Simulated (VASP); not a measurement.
# TiO2 (I4/m) in VASP: further runs

TiO2 is run at these levels: PBE, LDA; tasks: single point.

All numbers are computed with VASP 6.6.1; they aren't measurements. Logs are shortened: lines on timing, memory, paths and dates and some standing lists are left out, and cuts for length are marked.

## (1) The cell of the first run

The structure is tetragonal, space group I4/m (No. 87). Conventional cell: a = 8.702 Å, b = 8.702 Å, c = 3.775 Å, α = 90.00°, β = 90.00°, γ = 90.00°. Ti (site symmetry m) has 6 O at 1.80 to 2.26 Å within 2.4 Å. O (site symmetry m) has 4 Ti at 1.95 to 2.26 Å and 5 O at 2.62 to 2.65 Å within 2.7 Å. O (site symmetry m) has 2 Ti at 1.80 to 1.81 Å within 2.4 Å.

## (2) Single point, PBE

File INCAR:

```
PREC = Accurate
ENCUT = 520
EDIFF = 1E-6
ISMEAR = 0
SIGMA = 0.014
LREAL = False
LASPH = True
NELM = 80
ALGO = Normal
ISIF = 2
LWAVE = False
LCHARG = False
GGA = PE
NBANDS = 60
```

File KPOINTS:

```
Automatic mesh
0
Gamma
  8 8 8
```

File POSCAR:

```
TiO2
1.0
   -4.3507577183      4.3507577183      1.8875555959
    4.3507577183     -4.3507577183      1.8875555959
    4.3507577183      4.3507577183     -1.8875555959
Ti O
4 8
Direct
    0.2922817050      0.9971447550      0.2894264600
    0.0028552450      0.2922817050      0.2951369500
    0.9971447550      0.7077182950      0.7048630500
    0.7077182950      0.0028552450      0.7105735400
    0.4988638250      0.8492152850      0.3480791100
    0.1616620200      0.1596026000      0.3212646200
    0.1507847150      0.4988638250      0.6496485400
    0.1596026000      0.8383379800      0.9979405800
    0.8403974000      0.1616620200      0.0020594200
    0.8492152850      0.5011361750      0.3503514600
    0.8383379800      0.8403974000      0.6787353800
    0.5011361750      0.1507847150      0.6519208900
```

Potentials or basis: VASP PAW PBE potentials, release 64 (Ti_sv, O).

Command:

```sh
cat potpaw_PBE.64/Ti_sv/POTCAR potpaw_PBE.64/O/POTCAR > POTCAR
mpirun -np 1 vasp_std > vasp.out
```

OUTCAR:

```text
PREC = Accurate
   ENCUT = 520
   EDIFF = 1E-6
   ISMEAR = 0
   LREAL = False
   LASPH = True
   NELM = 80
   ISIF = 2
   GGA = PE

 ion  position               nearest neighbor table
   1  0.292  0.997  0.289-   8 1.80   6 1.81  10 1.95  10 1.95   5 2.21  12 2.26
   2  0.003  0.292  0.295-   6 1.80   9 1.81   5 1.95   5 1.95   7 2.21  10 2.26
   3  0.997  0.708  0.705-  11 1.80   8 1.81  12 1.95  12 1.95  10 2.21   7 2.26
   4  0.708  0.003  0.711-   9 1.80  11 1.81   7 1.95   7 1.95  12 2.21   5 2.26
   5  0.499  0.849  0.348-   2 1.95   2 1.95   1 2.21   4 2.26
   6  0.162  0.160  0.321-   2 1.80   1 1.81
   7  0.151  0.499  0.650-   4 1.95   4 1.95   2 2.21   3 2.26
   8  0.160  0.838  0.998-   1 1.80   3 1.81
   9  0.840  0.162  0.002-   4 1.80   2 1.81
  10  0.849  0.501  0.350-   1 1.95   1 1.95   3 2.21   2 2.26
  11  0.838  0.840  0.679-   3 1.80   4 1.81
  12  0.501  0.151  0.652-   3 1.95   3 1.95   4 2.21   1 2.26

  LATTYP: Found a body centered tetragonal cell.
 ALAT       =     8.7015154366
 C/A-ratio  =     0.4338452560

  Lattice vectors:

 A1 = (  -4.3507577183,   4.3507577183,   1.8875555959)
 A2 = (   4.3507577183,  -4.3507577183,   1.8875555959)
 A3 = (   4.3507577183,   4.3507577183,  -1.8875555959)

Analysis of symmetry for initial positions (statically):
=====================================================================
 Subroutine PRICEL returns:
 Original cell was already a primitive cell.

 Routine SETGRP: Setting up the symmetry group for a
 body centered tetragonal supercell.

 Subroutine GETGRP returns: Found  8 space group operations
 (whereof  8 operations were pure point group operations)
 out of a pool of 16 trial point group operations.

The static configuration has the point symmetry C_4h.

Analysis of symmetry for dynamics (positions and initial velocities):
=====================================================================
 Subroutine PRICEL returns:
 Original cell was already a primitive cell.

 Routine SETGRP: Setting up the symmetry group for a
 body centered tetragonal supercell.

 Subroutine GETGRP returns: Found  8 space group operations
 (whereof  8 operations were pure point group operations)
 out of a pool of 16 trial point group operations.

The dynamic configuration has the point symmetry C_4h.

 Subroutine INISYM returns: Found  8 space group operations
 (whereof  8 operations are pure point group operations),
 and found     1 'primitive' translations

[... 126 lines left out ...]
   NUPDOWN=      -1.0000    fix difference up-down
   EMIN   =  10.00;   EMAX   =-10.00  energy-range for DOS
   EFERMI =   0.00;   METHOD = LEGACY
   ISMEAR =     0;   SIGMA  =   0.01  broadening in eV -4-tet -1-fermi 0-gaus
   EFERMI_NEDOS =   21; number of points for ismear=-14 and -15
   IALGO  =     38    algorithm
   IMIX   =      4    mixing-type and parameters
     AMIX     =   0.40;   BMIX     =  1.00
     AMIX_MAG =   1.60;   BMIX_MAG =  1.00
  volume/ion in A,a.u.               =      11.91        80.37
  Fermi-wavevector in a.u.,A,eV,Ry     =   1.433734  2.709365 27.968062  2.055595
  Thomas-Fermi vector in A             =   2.553220
   LORBIT       =      0    0 simple, 1 ext, 2 COOP (PROOUT), +10 PAW based schemes
   GGA     = PE    functional components
   LHFCALC =     F    Hartree Fock is set to
   AEXX    =    0.0000 exact exchange contribution
   IVDW    =     0    specifies the selected vdW correction
   LEPSILON=     F    determine dielectric tensor
   LRPA    =     F    only Hartree local field effects (RPA)
 non-spin polarized calculation
 Gauss-broadening in eV      SIGMA  =   0.01
  energy-cutoff  :      520.00
  volume of cell :      142.92
 maximum number of plane-waves:      3876
   NGX = 23   NGY = 23   NGZ = 23

 number of electron      95.9999988 magnetization

 Free energy of the ion-electron system (eV)
  ---------------------------------------------------
  ext. energy  EPLUGINS =         0.00000000
  ---------------------------------------------------
  free energy    TOTEN  =      -107.29110723 eV

  energy without entropy =     -107.29110723  energy(sigma->0) =     -107.29110723

 E-fermi :   3.2611     XC(G=0): -10.4181

 val. band max:        3.0644974666   @ k =   0.5000   0.5000   0.5000
 cond. band min:       4.6877414042   @ k =   0.0000   0.0000   0.0000
 fundamental gap:      1.6232439376
 Fermi energy:         3.2611310068

 k-point     1 :       0.0000    0.0000    0.0000
  band No.  band energies     occupation
      1     -53.3196      2.00000
      2     -53.3001      2.00000
      3     -53.3001      2.00000
      4     -53.2836      2.00000
      5     -29.7442      2.00000
      6     -29.7248      2.00000
[... 1501 lines left out ...]
     59       7.4980      0.00000
     60       7.6952      0.00000

 [... further k-points ...]

------------------------ aborting loop because EDIFF is reached ----------------------------------------

  FORCE on cell =-STRESS in cart. coord.  units (eV):
  Direction    XX          YY          ZZ          XY          YZ          ZX
  --------------------------------------------------------------------------------------
  -------------------------------------------------------------------------------------
  Total        3.3526918      3.3526918      3.5254570      0.0000005      0.0000000      0.0000000
  in kB       37.5850105     37.5850105     39.5217766      0.0000060      0.0000000      0.0000000
  external PRESSURE =      38.2305992 kB  Pullay stress =       0.0000000 kB

 VOLUME and BASIS-vectors are now :
 -----------------------------------------------------------------------------
  energy-cutoff  :      520.00
  volume of cell :      142.92
      direct lattice vectors                 reciprocal lattice vectors
    -4.350757718  4.350757718  1.887555596     0.000000000  0.114922511  0.264892860
     4.350757718 -4.350757718  1.887555596     0.114922511  0.000000000  0.264892860
     4.350757718  4.350757718 -1.887555596     0.114922511  0.114922511  0.000000000

 POSITION                                       TOTAL-FORCE (eV/Angst)
 -----------------------------------------------------------------------------------
      4.32591     -1.80746      1.88756        -0.021029     -0.108691     -0.000000
      2.54329      0.02484      0.00000        -0.108691      0.021029     -0.000000
      1.80746      4.32591      1.88756         0.108691     -0.021029     -0.000000
      0.02484      6.15822      0.00000         0.021029      0.108691      0.000000
      3.03870     -0.00989      1.88756        -0.086713      0.011687     -0.000000
      1.38878      1.40670     -0.00000         0.010258     -0.043711     -0.000000
      4.34087      1.31206      0.00000         0.011687      0.086713      0.000000
      7.29481      1.38878      0.00000         0.043711      0.010258     -0.000000
     -2.94405      2.96197      1.88756        -0.043711     -0.010258      0.000000
      0.00989      3.03870      1.88756        -0.011687     -0.086713     -0.000000
      2.96197      2.94405      1.88756        -0.010258      0.043711      0.000000
      1.31206      4.36064      0.00000         0.086713     -0.011687      0.000000
 -----------------------------------------------------------------------------------
    total drift:                               -0.000000     -0.000000      0.000000

  FREE ENERGIE OF THE ION-ELECTRON SYSTEM (eV)
  ---------------------------------------------------
  free  energy   TOTEN  =      -107.2911072341 eV

  energy  without entropy=     -107.2911072341  energy(sigma->0) =     -107.29110723
```

Wall time 15 min (1 thread of Oxide Virtual Turin-like, shared host); peak memory 0.6 GiB.

What came out:

| Quantity | Value |
| --- | --- |
| Free energy | -107.2911 eV |
| Pressure | 3.8 GPa |
| Largest force | 0.111 eV/Å |
| Band gap on the k mesh | 1.62 eV (least direct gap 2.31 eV) |

Forces in eV/Å, atoms in the order of the input:
```
Ti  -0.021 -0.109  0.000
Ti  -0.109  0.021  0.000
Ti   0.109 -0.021  0.000
Ti   0.021  0.109  0.000
O   -0.087  0.012  0.000
O    0.010 -0.044  0.000
O    0.012  0.087  0.000
O    0.044  0.010  0.000
O   -0.044 -0.010  0.000
O   -0.012 -0.087  0.000
O   -0.010  0.044  0.000
O    0.087 -0.012  0.000
```

Caveat: the cell stands under pressure. A k mesh can miss the band edges.

## (3) Single point, PBE

File INCAR:

```
ALGO     = Normal         # electronic algorithm
EDIFF    = 1E-6           # SCF threshold, eV
ENCUT    = 520            # plane-wave cutoff, eV
GGA      = PE             # functional
ISIF     = 2              # what is computed and relaxed
ISMEAR   = 0              # smearing method
LASPH    = True           # aspherical terms in the spheres
LCHARG   = False          # write CHGCAR
LREAL    = False          # projectors in reciprocal space
LWAVE    = False          # write WAVECAR
NBANDS   = 60             # bands
NELM     = 100            # most SCF steps
PREC     = Accurate       # precision mode
SIGMA    = 0.015          # smearing width, eV
```

File KPOINTS:

```
k-points
0
Gamma
  8 8 8
```

POSCAR is that of step 2.

Potentials or basis: VASP PAW PBE potentials, release 64 (Ti_sv, O).

Command:

```sh
cat potpaw_PBE.64/Ti_sv/POTCAR potpaw_PBE.64/O/POTCAR > POTCAR
mpirun -np 1 vasp_std > vasp.out
```

Run time: 30 min. Hardware: 1 thread of Oxide Virtual Turin-like, shared host; peak memory 0.6 GiB.

It converged, with:

```yaml
Free_energy: -107.2911 eV
Pressure: 3.8 GPa
Largest_force: 0.111 eV/Å
Band_gap_on_the_k_mesh: 1.62 eV (least direct gap 2.31 eV)
```

Forces in eV/Å, atoms in the order of the input:
```
Ti  -0.021 -0.109  0.000
Ti  -0.109  0.021  0.000
Ti   0.109 -0.021  0.000
Ti   0.021  0.109  0.000
O   -0.087  0.012  0.000
O    0.010 -0.044  0.000
O    0.012  0.087  0.000
O    0.044  0.010  0.000
O   -0.044 -0.010  0.000
O   -0.012 -0.087  0.000
O   -0.010  0.044  0.000
O    0.087 -0.012  0.000
```

Stress tensor (GPa, compression positive):
```
3.76 0.00 0.00
0.00 3.76 0.00
0.00 0.00 3.95
```

Levels at points of the mesh, in eV from the valence-band top:
```tsv
k point	band 44	band 45	band 46	band 47	band 48	band 49	band 50	band 51	band 52	band 53
(0.00, 0.00, 0.00)	-1.14	-0.93	-0.93	-0.92	-0.69	1.62	3.03	3.03	3.07	3.42
(0.50, 0.00, 0.00)	-1.06	-0.80	-0.72	-0.68	-0.36	2.83	3.18	3.25	3.31	3.52
(0.50, 0.50, 0.00)	-1.27	-1.16	-0.94	-0.92	-0.66	2.29	2.53	2.74	3.28	3.63
(0.50, 0.50, 0.50)	-1.34	-1.23	-1.14	-1.14	0.00	2.86	2.86	2.92	3.09	3.40
```

Caveat: the cell stands under pressure. A k mesh can miss the band edges.

## (4) Single point, LDA

File INCAR:

```
SYSTEM = TiO2
PREC = Accurate
ENCUT = 520
EDIFF = 1E-7
ISMEAR = -1
SIGMA = 0.05
LREAL = .FALSE.
LASPH = .TRUE.
NELM = 80
ALGO = Normal
ISIF = 2
LWAVE = .FALSE.
LCHARG = .FALSE.
NBANDS = 60
```

File KPOINTS:

```
regular mesh
0
G
  8 8 8
  0 0 0
```

POSCAR is that of step 3.

Potentials or basis: VASP PAW LDA potentials, release 64 (Ti_sv, O).

Command:

```sh
cat potpaw_LDA.64/Ti_sv/POTCAR potpaw_LDA.64/O/POTCAR > POTCAR
mpirun -np 1 vasp_std > vasp.out
```

It took 24 min on 1 thread of Oxide Virtual Turin-like, shared host; peak memory 0.53 GiB.

Results (log left out):

- Free energy: -116.9697 eV
- Pressure: -6.7 GPa
- Largest force: 0.064 eV/Å
- Band gap on the k mesh: 1.50 eV (least direct gap 2.21 eV)

Forces on the atoms (eV/Å):
```
Ti  -0.017 -0.054  0.000
Ti  -0.054  0.017  0.000
Ti   0.054 -0.017  0.000
Ti   0.017  0.054  0.000
O    0.064  0.005  0.000
O    0.010 -0.047  0.000
O    0.005 -0.064  0.000
O    0.047  0.010  0.000
O   -0.047 -0.010  0.000
O   -0.005  0.064  0.000
O   -0.010  0.047  0.000
O   -0.064 -0.005  0.000
```

Stress tensor (GPa, compression positive):
```
-6.75  0.00  0.00
 0.00 -6.75  0.00
 0.00  0.00 -6.53
```

Levels at points of the mesh, in eV from the valence-band top:
```csv
k point,band 45,band 46,band 47,band 48,band 49,band 50,band 51,band 52
"(0.00, 0.00, 0.00)",-0.94,-0.94,-0.94,-0.71,1.50,2.95,2.95,3.01
"(0.50, 0.00, 0.00)",-0.82,-0.75,-0.70,-0.37,2.75,3.11,3.18,3.26
"(0.50, 0.50, 0.00)",-1.18,-0.96,-0.93,-0.68,2.19,2.44,2.65,3.21
"(0.50, 0.50, 0.50)",-1.24,-1.16,-1.16,0.00,2.77,2.77,2.83,3.02
```

Caveat: the cell stands under tension. A k mesh can miss the band edges.

## (5) Single point, PBE

File INCAR:

```
PREC = Accurate ; ENCUT = 520
EDIFF = 1E-6 ; ISMEAR = -1
SIGMA = 0.05 ; LREAL = False
LASPH = True ; NELM = 80
ALGO = Normal ; ISIF = 2
LWAVE = False ; LCHARG = False
GGA = PE ; NBANDS = 60
```

File KPOINTS:

```
Automatic mesh
0
Gamma
  8 8 8
```

POSCAR is that of step 4.

Potentials or basis: VASP PAW PBE potentials, release 64 (Ti_sv, O).

Command:

```sh
cat potpaw_PBE.64/Ti_sv/POTCAR potpaw_PBE.64/O/POTCAR > POTCAR
mpirun -np 1 vasp_std > vasp.out
```

Wall time 29 min (1 thread of Oxide Virtual Turin-like, shared host); peak memory 0.6 GiB.

The run converged. Its results:

```
Free energy            : -107.2911 eV
Pressure               : 3.8 GPa
Largest force          : 0.111 eV/Å
Band gap on the k mesh : 1.62 eV (least direct gap 2.31 eV)
```

Forces on the atoms (eV/Å):
```
Ti  -0.021 -0.109  0.000
Ti  -0.109  0.021  0.000
Ti   0.109 -0.021  0.000
Ti   0.021  0.109  0.000
O   -0.087  0.012  0.000
O    0.010 -0.044  0.000
O    0.012  0.087  0.000
O    0.044  0.010  0.000
O   -0.044 -0.010  0.000
O   -0.012 -0.087  0.000
O   -0.010  0.044  0.000
O    0.087 -0.012  0.000
```

Stress tensor (GPa, compression positive):
```
3.76 0.00 0.00
0.00 3.76 0.00
0.00 0.00 3.95
```

Levels at points of the mesh, in eV from the valence-band top:
```csv
k point,band 45,band 46,band 47,band 48,band 49,band 50,band 51,band 52
"(0.00, 0.00, 0.00)",-0.93,-0.93,-0.92,-0.69,1.62,3.03,3.03,3.07
"(0.50, 0.00, 0.00)",-0.80,-0.72,-0.68,-0.36,2.83,3.18,3.25,3.31
"(0.50, 0.50, 0.00)",-1.16,-0.94,-0.92,-0.66,2.29,2.53,2.74,3.28
"(0.50, 0.50, 0.50)",-1.23,-1.14,-1.14,0.00,2.86,2.86,2.92,3.09
```

Caveat: the cell stands under pressure.

## (6) Overview

| level | potentials or basis | smearing | gap on the mesh (eV) | pressure (GPa) | largest force (eV/Å) |
| --- | --- | --- | --- | --- | --- |
| PBE | VASP PAW PBE potentials, release 64 (Ti_sv, O) | gaussian 0.014 eV | 1.62 | 3.8 | 0.11 |
| PBE | VASP PAW PBE potentials, release 64 (Ti_sv, O) | gaussian 0.015 eV | 1.62 | 3.8 | 0.11 |
| LDA | VASP PAW LDA potentials, release 64 (Ti_sv, O) | fermi-dirac 0.05 eV | 1.50 | -6.7 | 0.06 |
| PBE | VASP PAW PBE potentials, release 64 (Ti_sv, O) | fermi-dirac 0.05 eV | 1.62 | 3.8 | 0.11 |

Alike in all rows: task single point; no spin polarisation; cell as given; k mesh 8 × 8 × 8; cutoff (eV) 520.

Caveats: the cell stands under pressure (at least some runs); the cell stands under tension (at least some runs).

Absolute energies hang on the potentials; compare differences alone.
